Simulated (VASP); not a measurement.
# Sr4Ti4O11 (a cell with a defect) in VASP: relaxation of the atoms with PBE

Aim: the relaxation of the atoms of Sr4Ti4O11 (a cell with a defect) with PBE.

Everything below comes from runs of VASP 6.6.1. Logs are shortened: lines on timing, memory, paths and dates and some standing lists are left out, and cuts for length are marked.

### 1 The cell of the first run

The cell holds a defect, 19 atoms: a = 6.818 Å, b = 6.818 Å, c = 6.818 Å, α = 109.47°, β = 109.47°, γ = 109.47°.

### 2 Relaxation of the atoms, PBE (atoms taken out)

INCAR

```
  PREC = Accurate
  ENCUT = 520
  EDIFF = 1E-6
  ISMEAR = 0
  SIGMA = 0.02
  LREAL = Auto
  LASPH = T
  NELM = 100
  ALGO = Normal
  ISIF = 2
  LWAVE = F
  LCHARG = F
  GGA = PE
  IBRION = 2
  NSW = 80
  EDIFFG = -0.02
  NELECT = 152.0
```

KPOINTS

```
Automatic mesh
0
Gamma
  3 3 3
```

POSCAR

```
Sr4Ti4O11
1.0
   -3.9364226094      3.9364226094      3.9364226094
    3.9364226094     -3.9364226094      3.9364226094
    3.9364226094      3.9364226094     -3.9364226094
Sr Ti O
4 4 11
Direct
    0.0000000000      0.0000000000      0.0000000000
    0.5000000000      0.5000000000      0.0000000000
    0.5000000000      0.0000000000      0.5000000000
    0.0000000000      0.5000000000      0.5000000000
    0.5000000000      0.5000000000      0.5000000000
    0.0000000000      0.0000000000      0.5000000000
    0.0000000000      0.5000000000      0.0000000000
    0.5000000000      0.0000000000      0.0000000000
    0.2500000000      0.5000000000      0.2500000000
    0.7500000000      0.0000000000      0.2500000000
    0.7500000000      0.5000000000      0.7500000000
    0.2500000000      0.0000000000      0.7500000000
    0.7500000000      0.7500000000      0.5000000000
    0.2500000000      0.7500000000      0.0000000000
    0.7500000000      0.2500000000      0.0000000000
    0.5000000000      0.7500000000      0.7500000000
    0.0000000000      0.2500000000      0.7500000000
    0.0000000000      0.7500000000      0.2500000000
    0.5000000000      0.2500000000      0.2500000000
```

Potentials or basis: VASP PAW PBE potentials, release 64 (Sr_sv, Ti_sv, O).

Command:

```
$ cat potpaw_PBE.64/Sr_sv/POTCAR potpaw_PBE.64/Ti_sv/POTCAR potpaw_PBE.64/O/POTCAR > POTCAR
$ mpirun -np 1 vasp_std > vasp.out
```

OUTCAR:

```text
PREC = Accurate
   ENCUT = 520
   EDIFF = 1E-6
   ISMEAR = 0
   LREAL = Auto
   LASPH = T
   NELM = 100
   ISIF = 2
   GGA = PE
   IBRION = 2
   NSW = 80
   EDIFFG = -0.02
   NELECT = 152.0

 ion  position               nearest neighbor table
   1  0.000  0.000  0.000-   9 2.78  10 2.78  12 2.78  14 2.78  15 2.78  17 2.78  18 2.78  19 2.78
                            13 2.78  11 2.78  16 2.78   8 3.41   6 3.41   5 3.41   7 3.41   6 3.41
   2  0.500  0.500  0.000-   9 2.78  10 2.78  11 2.78  13 2.78  14 2.78  15 2.78  16 2.78  18 2.78
                            19 2.78  12 2.78  17 2.78   8 3.41   5 3.41   5 3.41   8 3.41   6 3.41
   3  0.500  0.000  0.500-  10 2.78  11 2.78  12 2.78  13 2.78  15 2.78  16 2.78  17 2.78  19 2.78
                            14 2.78   9 2.78  18 2.78   8 3.41   8 3.41   5 3.41   5 3.41   6 3.41
   4  0.000  0.500  0.500-   9 2.78  11 2.78  12 2.78  13 2.78  14 2.78  16 2.78  17 2.78  18 2.78
                            15 2.78  10 2.78  19 2.78   8 3.41   7 3.41   5 3.41   6 3.41   6 3.41
   5  0.500  0.500  0.500-   9 1.97  11 1.97  13 1.97  16 1.97  19 1.97   2 3.41   3 3.41   4 3.41
                             1 3.41   2 3.41   3 3.41   4 3.41   1 3.41
   6  0.000  0.000  0.500-  10 1.97  12 1.97  13 1.97  17 1.97  18 1.97   2 3.41   3 3.41   4 3.41
                             1 3.41   1 3.41   4 3.41   3 3.41   2 3.41
   7  0.000  0.500  0.000-   9 1.97  11 1.97  14 1.97  15 1.97  17 1.97  18 1.97   3 3.41   4 3.41
                             1 3.41   2 3.41   4 3.41   1 3.41   2 3.41   3 3.41
   8  0.500  0.000  0.000-  10 1.97  12 1.97  14 1.97  15 1.97  16 1.97  19 1.97   3 3.41   4 3.41
                             1 3.41   2 3.41   3 3.41   2 3.41   1 3.41   4 3.41
   9  0.250  0.500  0.250-   5 1.97   7 1.97   4 2.78   2 2.78   3 2.78   1 2.78
  10  0.750  0.000  0.250-   6 1.97   8 1.97   4 2.78   1 2.78   3 2.78   2 2.78
  11  0.750  0.500  0.750-   5 1.97   7 1.97   4 2.78   1 2.78   2 2.78   3 2.78
  12  0.250  0.000  0.750-   6 1.97   8 1.97   3 2.78   1 2.78   2 2.78   4 2.78
  13  0.750  0.750  0.500-   5 1.97   6 1.97   4 2.78   1 2.78   3 2.78   2 2.78
  14  0.250  0.750  0.000-   7 1.97   8 1.97   3 2.78   1 2.78   2 2.78   4 2.78
  15  0.750  0.250  0.000-   7 1.97   8 1.97   4 2.78   1 2.78   2 2.78   3 2.78
  16  0.500  0.750  0.750-   5 1.97   8 1.97   3 2.78   1 2.78   2 2.78   4 2.78
  17  0.000  0.250  0.750-   6 1.97   7 1.97   4 2.78   1 2.78   2 2.78   3 2.78
  18  0.000  0.750  0.250-   6 1.97   7 1.97   4 2.78   1 2.78   3 2.78   2 2.78
  19  0.500  0.250  0.250-   5 1.97   8 1.97   4 2.78   2 2.78   3 2.78   1 2.78

  LATTYP: Found a body centered cubic cell.
 ALAT       =     7.8728452188

  Lattice vectors:

 A1 = (  -3.9364226094,   3.9364226094,   3.9364226094)
 A2 = (   3.9364226094,  -3.9364226094,   3.9364226094)
 A3 = (   3.9364226094,   3.9364226094,  -3.9364226094)

Analysis of symmetry for initial positions (statically):
=====================================================================
 Subroutine PRICEL returns:
 Original cell was already a primitive cell.

 Routine SETGRP: Setting up the symmetry group for a
 body centered cubic supercell.

 Subroutine GETGRP returns: Found 16 space group operations
 (whereof  4 operations were pure point group operations)
 out of a pool of 48 trial point group operations.

The static configuration has the point symmetry C_2v.
 The point group associated with its full space group is D_4h.

Analysis of symmetry for dynamics (positions and initial velocities):
=====================================================================
 Subroutine PRICEL returns:
 Original cell was already a primitive cell.

 Routine SETGRP: Setting up the symmetry group for a
 body centered cubic supercell.

 Subroutine GETGRP returns: Found 16 space group operations
 (whereof  4 operations were pure point group operations)
 out of a pool of 48 trial point group operations.

The dynamic configuration has the point symmetry C_2v.
 The point group associated with its full space group is D_4h.

 Subroutine INISYM returns: Found 16 space group operations
 (whereof  4 operations are pure point group operations),
 and found     1 'primitive' translations

----------------------------------------------------------------------------------------

                                     Primitive cell

  volume of cell :     243.9861

  direct lattice vectors                    reciprocal lattice vectors
    -3.936422609  3.936422609  3.936422609     0.000000000  0.127018882  0.127018882
     3.936422609 -3.936422609  3.936422609     0.127018882  0.000000000  0.127018882
     3.936422609  3.936422609 -3.936422609     0.127018882  0.127018882  0.000000000

  length of vectors
     6.818083960  6.818083960  6.818083960     0.179631826  0.179631826  0.179631826

  position of ions in fractional coordinates (direct lattice)
     0.000000000  0.000000000  0.000000000
     0.500000000  0.500000000  0.000000000
     0.500000000  0.000000000  0.500000000
     0.000000000  0.500000000  0.500000000
     0.500000000  0.500000000  0.500000000
     0.000000000  0.000000000  0.500000000
[... 11 lines left out ...]
     0.000000000  0.750000000  0.250000000
     0.500000000  0.250000000  0.250000000

  ion indices of the primitive-cell ions
   primitive index   ion index
                 1           1
                 2           2
                 3           3
                 4           4
                 5           5
                 6           6
[... 11 lines left out ...]
                18          18
                19          19

----------------------------------------------------------------------------------------

 KPOINTS: Automatic mesh

Automatic generation of k-mesh.
 Grid dimensions read from file:
 generate k-points for:    3    3    3

 Generating k-lattice:

  Cartesian coordinates                     Fractional coordinates (reciprocal lattice)
     0.000000000  0.042339627  0.042339627     0.333333333  0.000000000  0.000000000
     0.042339627  0.000000000  0.042339627     0.000000000  0.333333333  0.000000000
     0.042339627  0.042339627  0.000000000     0.000000000  0.000000000  0.333333333

  Length of vectors
     0.059877275  0.059877275  0.059877275

  Shift w.r.t. Gamma in fractional coordinates (k-lattice)
     0.000000000  0.000000000  0.000000000

 Subroutine IBZKPT returns following result:
 ===========================================

 Found      6 irreducible k-points:

 Following reciprocal coordinates:
            Coordinates               Weight
  0.000000  0.000000  0.000000      1.000000
  0.333333  0.000000  0.000000      8.000000
  0.000000  0.000000  0.333333      4.000000
  0.333333  0.333333  0.000000      8.000000
 -0.333333  0.333333  0.333333      4.000000
  0.333333  0.333333 -0.333333      2.000000
   k-points           NKPTS =      6   k-points in BZ     NKDIM =      6   number of bands    NBANDS=     91
   number of dos      NEDOS =    301   number of ions     NIONS =     19
   total plane-waves  NPLWV = 157464
   dimension x,y,z NGX =    54 NGY =   54 NGZ =   54
   dimension x,y,z NGXF=   108 NGYF=  108 NGZF=  108
   ions per type =               4   4  11
   NGX,Y,Z   is equivalent  to a cutoff of  13.17, 13.17, 13.17 a.u.
   NGXF,Y,Z  is equivalent  to a cutoff of  26.33, 26.33, 26.33 a.u.
 SYSTEM =  unknown system
   PREC   = accura    normal or accurate (medium, high low for compatibility)
   ISTART =      0    job   : 0-new  1-cont  2-samecut
   ICHARG =      2    charge: 1-file 2-atom 10-const
   ISPIN  =      1    spin polarized calculation?
   LNONCOLLINEAR =      F non collinear calculations
   LSORBIT =      F    spin-orbit coupling
   LASPH  =      T    aspherical Exc in radial PAW
   ENCUT  =  520.0 eV  38.22 Ry    6.18 a.u.  12.68 12.68 12.68*2*pi/ulx,y,z
   NELM   =    100;   NELMIN=  2; NELMDL= -5     # of ELM steps
   EDIFF  = 0.1E-05   stopping-criterion for ELM
   LREAL  =      T    real-space projection
   EDIFFG = -.2E-01   stopping-criterion for IOM
   NSW    =     80    number of steps for IOM
   IBRION =      2    ionic relax: 0-MD 1-quasi-New 2-CG
   NFREE  =      1    steps in history (QN), initial steepest desc. (CG)
   ISIF   =      2    stress and relaxation
   ISYM   =      2    0-nonsym 1-usesym 2-fastsym
   POTIM  = 0.5000    time-step for ionic-motion
   TEBEG  =    0.0;   TEEND  =   0.0 temperature during run
   PSTRESS=    0.0 pullay stress
   NELECT =     152.0000    total number of electrons
   NUPDOWN=      -1.0000    fix difference up-down
   EMIN   =  10.00;   EMAX   =-10.00  energy-range for DOS
   EFERMI =   0.00;   METHOD = LEGACY
   ISMEAR =     0;   SIGMA  =   0.02  broadening in eV -4-tet -1-fermi 0-gaus
   EFERMI_NEDOS =   21; number of points for ismear=-14 and -15
   IALGO  =     38    algorithm
   IMIX   =      4    mixing-type and parameters
     AMIX     =   0.40;   BMIX     =  1.00
     AMIX_MAG =   1.60;   BMIX_MAG =  1.00
  volume/ion in A,a.u.               =      12.84        86.66
  Fermi-wavevector in a.u.,A,eV,Ry     =   1.398195  2.642205 26.598687  1.954948
  Thomas-Fermi vector in A             =   2.521377
   LORBIT       =      0    0 simple, 1 ext, 2 COOP (PROOUT), +10 PAW based schemes
   GGA     = PE    functional components
   LHFCALC =     F    Hartree Fock is set to
   AEXX    =    0.0000 exact exchange contribution
   IVDW    =     0    specifies the selected vdW correction
   LEPSILON=     F    determine dielectric tensor
   LRPA    =     F    only Hartree local field effects (RPA)
 conjugate gradient relaxation of ions
 non-spin polarized calculation
 Gauss-broadening in eV      SIGMA  =   0.02
  energy-cutoff  :      520.00
  volume of cell :      243.99
 maximum number of plane-waves:      6603
 NGX is ok and might be reduce to    54
   NGX = 25   NGY = 25   NGZ = 25

--------------------------------------- Ionic step        1  -------------------------------------------

 number of electron     152.0000025 magnetization

 Free energy of the ion-electron system (eV)
  ---------------------------------------------------
  ext. energy  EPLUGINS =         0.00000000
  ---------------------------------------------------
  free energy    TOTEN  =      -160.53073234 eV

  energy without entropy =     -160.53073234  energy(sigma->0) =     -160.53073234

------------------------ aborting loop because EDIFF is reached ----------------------------------------

  FORCE on cell =-STRESS in cart. coord.  units (eV):
  Direction    XX          YY          ZZ          XY          YZ          ZX
  --------------------------------------------------------------------------------------
  -------------------------------------------------------------------------------------
  Total      -15.8754531    -15.8754531    -22.9501069      0.0000000      0.0000000      0.0000000
  in kB     -104.2489208   -104.2489208   -150.7058641      0.0000000      0.0000000      0.0000000
  external PRESSURE =    -119.7345685 kB  Pullay stress =       0.0000000 kB
[... 140 lines left out ...]
  FREE ENERGIE OF THE ION-ELECTRON SYSTEM (eV)
  ---------------------------------------------------
  free  energy   TOTEN  =      -161.7976456456 eV

  energy  without entropy=     -161.7976456456  energy(sigma->0) =     -161.79764565

[... ionic steps 4 to 8 ...]

--------------------------------------- Ionic step        9  -------------------------------------------

 number of electron     152.0000009 magnetization

------------------------ aborting loop because EDIFF is reached ----------------------------------------
[... 101 lines left out ...]
--------------------------------------- Ionic step       11  -------------------------------------------

 number of electron     152.0000012 magnetization

 Free energy of the ion-electron system (eV)
  ---------------------------------------------------
  ext. energy  EPLUGINS =         0.00000000
  ---------------------------------------------------
  free energy    TOTEN  =      -162.02254323 eV

  energy without entropy =     -162.02254323  energy(sigma->0) =     -162.02254323

 E-fermi :   3.9815     XC(G=0): -10.7953

 val. band max:        3.8097106004   @ k =   0.3333   0.3333  -0.3333
 cond. band min:       5.5863345724   @ k =   0.0000   0.0000   0.0000
 fundamental gap:      1.7766239720
 Fermi energy:         3.9815410317

 k-point     1 :       0.0000    0.0000    0.0000
  band No.  band energies     occupation
      1     -52.9785      2.00000
      2     -52.9772      2.00000
      3     -52.8805      2.00000
      4     -52.8784      2.00000
      5     -29.4178      2.00000
      6     -29.3332      2.00000
[... 535 lines left out ...]
     87       7.7646      0.00000
     88       7.7646      0.00000
 [bands above 88 left out]

------------------------ aborting loop because EDIFF is reached ----------------------------------------

  FORCE on cell =-STRESS in cart. coord.  units (eV):
  Direction    XX          YY          ZZ          XY          YZ          ZX
  --------------------------------------------------------------------------------------
  -------------------------------------------------------------------------------------
  Total      -17.3823093    -17.3823093    -16.3025713     -0.0000000      0.0000000     -0.0000000
  in kB     -114.1439537   -114.1439537   -107.0536664     -0.0000000      0.0000000     -0.0000000
  external PRESSURE =    -111.7805246 kB  Pullay stress =       0.0000000 kB
[... 34 lines left out ...]
  FREE ENERGIE OF THE ION-ELECTRON SYSTEM (eV)
  ---------------------------------------------------
  free  energy   TOTEN  =      -162.0225432265 eV

  energy  without entropy=     -162.0225432265  energy(sigma->0) =     -162.02254323

 reached required accuracy - stopping structural energy minimisation
```

Wall time 60 min (1 thread of Oxide Virtual Turin-like, shared host); peak memory 0.45 GiB.

What came out:

```yaml
Free_energy: -162.0225 eV
Energy_gained_by_relaxing: 78.5 meV/atom
Ionic_steps: 11
Largest_force_after_relaxing: 0.020 eV/Å
```

Forces in eV/Å, atoms in the order of the input:
```
Sr  -0.014 -0.014  0.000
Sr   0.014  0.014  0.000
Sr  -0.014  0.014  0.000
Sr   0.014 -0.014  0.000
Ti   0.000  0.000 -0.011
Ti   0.000  0.000  0.011
Ti   0.000  0.000  0.000
Ti   0.000  0.000  0.000
O    0.000  0.002 -0.007
O    0.000  0.002  0.007
O    0.000 -0.002 -0.007
O    0.000 -0.002  0.007
O    0.000  0.000  0.000
O    0.000  0.000  0.000
O    0.000  0.000  0.000
O   -0.002  0.000 -0.007
O   -0.002  0.000  0.007
O    0.002  0.000  0.007
O    0.002  0.000 -0.007
```

Step by step:
| step | energy change (eV) | largest force (eV/Å) | pressure (GPa) |
| --- | --- | --- | --- |
| 1 | 0.0000 | 4.6795 | -11.97 |
| 2 | -1.0305 | 3.2988 | -8.58 |
| 3 | -1.2669 | 0.4550 | -9.93 |
| 4 | -1.3451 | 0.3779 | -10.25 |
| 5 | -1.4760 | 0.2823 | -11.04 |
| 6 | -1.4844 | 0.4166 | -11.28 |
| 7 | -1.4619 | 0.8197 | -11.25 |
| 8 | -1.4910 | 0.0447 | -11.27 |
| 9 | -1.4910 | 0.0435 | -11.27 |
| 10 | -1.4916 | 0.0253 | -11.25 |
| 11 | -1.4918 | 0.0199 | -11.18 |

Final structure:
```yaml
crystal:
  lattice:
    - [-3.93642, 3.93642, 3.93642]
    - [3.93642, -3.93642, 3.93642]
    - [3.93642, 3.93642, -3.93642]
  atoms:
    - { symbol: Sr, position: [0.99943, 0.99943, 0.99886] }
    - { symbol: Sr, position: [0.50057, 0.50057, 0.00114] }
    - { symbol: Sr, position: [0.50057, 0.99943, 0.50000] }
    - { symbol: Sr, position: [0.99943, 0.50057, 0.50000] }
    - { symbol: Ti, position: [0.51646, 0.51646, 0.50000] }
    - { symbol: Ti, position: [0.98354, 0.98354, 0.50000] }
    - { symbol: Ti, position: [0.00000, 0.50000, 0.00000] }
    - { symbol: Ti, position: [0.50000, 0.00000, 0.00000] }
    - { symbol: O, position: [0.23806, 0.48170, 0.25636] }
    - { symbol: O, position: [0.77466, 0.01830, 0.25636] }
    - { symbol: O, position: [0.72534, 0.48170, 0.74364] }
    - { symbol: O, position: [0.26194, 0.01830, 0.74364] }
    - { symbol: O, position: [0.75000, 0.75000, 0.50000] }
    - { symbol: O, position: [0.25000, 0.75000, 0.00000] }
    - { symbol: O, position: [0.75000, 0.25000, 0.00000] }
    - { symbol: O, position: [0.48170, 0.72534, 0.74364] }
    - { symbol: O, position: [0.01830, 0.26194, 0.74364] }
    - { symbol: O, position: [0.01830, 0.77466, 0.25636] }
    - { symbol: O, position: [0.48170, 0.23806, 0.25636] }
```

Levels at points of the mesh, in eV from the Fermi level:
| k point | band 72 | band 73 | band 74 | band 75 | band 76 | band 77 | band 78 | band 79 | band 80 | band 81 |
| --- | --- | --- | --- | --- | --- | --- | --- | --- | --- | --- |
| (0.00, 0.00, 0.00) | -1.02 | -1.02 | -0.48 | -0.48 | -0.22 | 1.60 | 1.81 | 1.81 | 2.14 | 3.16 |

Caveat: the cell carries a net charge on a neutralising background, which shifts energy and pressure; the cell differs from its parent crystal (atoms taken out); the cell is charged against a uniform background, so pressure and absolute levels hang on convention.
